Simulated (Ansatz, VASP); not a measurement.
## One calculation of K, two programs

File INCAR:

```
ALGO = Normal
EDIFF = 1E-7
ENCUT = 520
GGA = CA
ISIF = 2
ISMEAR = -1
LASPH = True
LCHARG = True
LELF = True
LREAL = False
LVHAR = True
LWAVE = False
NBANDS = 10
NELM = 100
PREC = Accurate
SIGMA = 0.1
```

The input KPOINTS:

```
k-points
0
Gamma
  10 10 10
```

Contents of POSCAR:

```
K
1.0
    0.0000000000      3.0534650557      3.0534650557
    3.0534650557      0.0000000000      3.0534650557
    3.0534650557      3.0534650557      0.0000000000
K
1
Direct
    0.0000000000      0.0000000000      0.0000000000
```

Input for Ansatz:

```yaml
crystal:
  lattice:
    - [0.0, 3.0534650557, 3.0534650557]
    - [3.0534650557, 0.0, 3.0534650557]
    - [3.0534650557, 3.0534650557, 0.0]
  atoms:
    - { symbol: K, position: [0.0, 0.0, 0.0] }
hamiltonian:
  xc: lda
  pseudopotentials:
    kind: paw
    azcp:
      K: "pseudopotentials/K.paw.azcp"
basis:
  ecutwfc: 420
  fft_grid_basis: typed
kpoints:
  mp_grid: { grid: [10, 10, 10], shift: [0, 0, 0] }
magnetization:
  spin_polarized: false
scf:
  occupations: { method: fermi_dirac, width: 0.1 }
  lower_state_search: "off"
output:
  stress: true
```

Alike in both runs: task single point; functional LDA; k mesh 10 × 10 × 10; occupations fermi-dirac, width 0.1 eV; no spin polarisation.

|  | VASP | Ansatz |
| --- | --- | --- |
| version | VASP 6.6.1 | Ansatz 0.2.0 |
| potentials or method | VASP PAW LDA potentials, release 64 (K_sv), cutoff 520 eV | plane waves (420 eV) with PAW, scalar-relativistic |
| valence electrons in the cell | 9 | 9 |

```csv
,VASP,Ansatz,Ansatz less VASP
pressure (GPa),0.7,0.7,+0.02
```

Ansatz warns that its potentials were made for another functional, while VASP's fit it. LDA's correlation is that of Perdew and Zunger in VASP and of Perdew and Wang (1992) in Ansatz.
